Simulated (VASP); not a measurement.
Set up this calculation in VASP 6.6.1, as the native input.

- Task: single point
- Functional: PBEsol
- Dispersion: D3(BJ)
- Potentials or basis: VASP PAW PBE potentials, release 64 (Ba_sv, Ti_sv, O)
- Cutoff: 520 eV
- k mesh: 7 × 7 × 7
- Occupations: fermi-dirac, width 0.05 eV
- Spin: no spin polarisation
- Dipole correction: no
- Further INCAR settings: ALGO = Normal; EDIFF = 1e-06; NBANDS = 28

The structure of BaTiO3 lies in POSCAR:

```
BaTiO3
1.0
    3.9998000000      0.0000000000      0.0000000000
    0.0000000000      3.9998000000      0.0000000000
    0.0000000000      0.0000000000      4.0180000000
Ba Ti O
1 1 3
Direct
    0.0000000000      0.0000000000      0.0000000000
    0.5000000000      0.5000000000      0.4900000000
    0.0000000000      0.5000000000      0.5170000000
    0.5000000000      0.0000000000      0.5170000000
    0.5000000000      0.5000000000      0.0190000000
```

One way to write it, as run:

INCAR

```
SYSTEM = BaTiO3
ALGO = Normal
EDIFF = 1E-6
ENCUT = 520
GGA = PS
ISIF = 2
ISMEAR = -1
IVDW = 12
LASPH = .TRUE.
LCHARG = .FALSE.
LREAL = .FALSE.
LWAVE = .FALSE.
NBANDS = 28
NELM = 80
PREC = Accurate
SIGMA = 0.05
```

KPOINTS

```
k-points
0
G
  7 7 7
  0 0 0
```

Potentials or basis: VASP PAW PBE potentials, release 64 (Ba_sv, Ti_sv, O).

Command:

```sh
$ cat potpaw_PBE.64/Ba_sv/POTCAR potpaw_PBE.64/Ti_sv/POTCAR potpaw_PBE.64/O/POTCAR > POTCAR
$ mpirun -np 1 vasp_std > vasp.out
```

It gave:

The pressure is -5.4 GPa and the largest force is 0.323 eV/Å. The band gap on the k mesh is 1.82 eV, indirect (least direct gap 2.02 eV). The dispersion energy per atom is -0.263 eV.

Caveat: three body term missing; the PAW data sets were made with another functional, which shifts forces and pressure a little; spin-orbit coupling is left out, which moves the levels of the heavy elements.

Wall time 120 s on 1 thread of Intel(R) Xeon(R) Platinum 8259CL CPU @ 2.50GHz (Skylake/Cascade Lake), on a shared host, peak memory 0.23 GiB.
